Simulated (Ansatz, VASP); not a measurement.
## Two plane-wave programs on NaPdO3

```
Na Pd O
1.0
     3.99115    0.03991    0.00000
     0.03991    3.99115    0.00000
     0.00000    0.00000    3.99115
Na Pd O
1 1 3
Direct
  0.00000 0.00000 0.00000
  0.50000 0.50000 0.50000
  0.50000 0.50000 0.00000
  0.50000 0.00000 0.50000
  0.00000 0.50000 0.50000
```

Alike in both runs: task single point; functional LDA; k mesh 9 × 9 × 9; no spin polarisation.

|  | VASP | Ansatz |
| --- | --- | --- |
| version | VASP 6.6.1 | Ansatz 0.2.0 |
| potentials or method | VASP PAW LDA potentials, release 64 (Na_pv, Pd, O), cutoff 520 eV | plane waves, PAW |
| occupations | methfessel-paxton of order 1, width 0.1 eV | cold, width 0.1 eV |
| valence electrons in the cell | 35 | 45 |

Ansatz gave:

```
pressure (GPa)                                                : -12.5
traceless stress, the component that is largest in VASP (GPa) : -0.81
```

Estimate VASP's values.

pressure (GPa): -12.2; traceless stress, the component that is largest in VASP (GPa): -0.79.

LDA's correlation is that of Perdew and Zunger in VASP and of Perdew and Wang (1992) in Ansatz. VASP's potentials hold 35 valence electrons a cell and Ansatz's 45, so a difference there can come from the potentials and not from the codes. Ansatz's warnings: stress scf threshold loose.
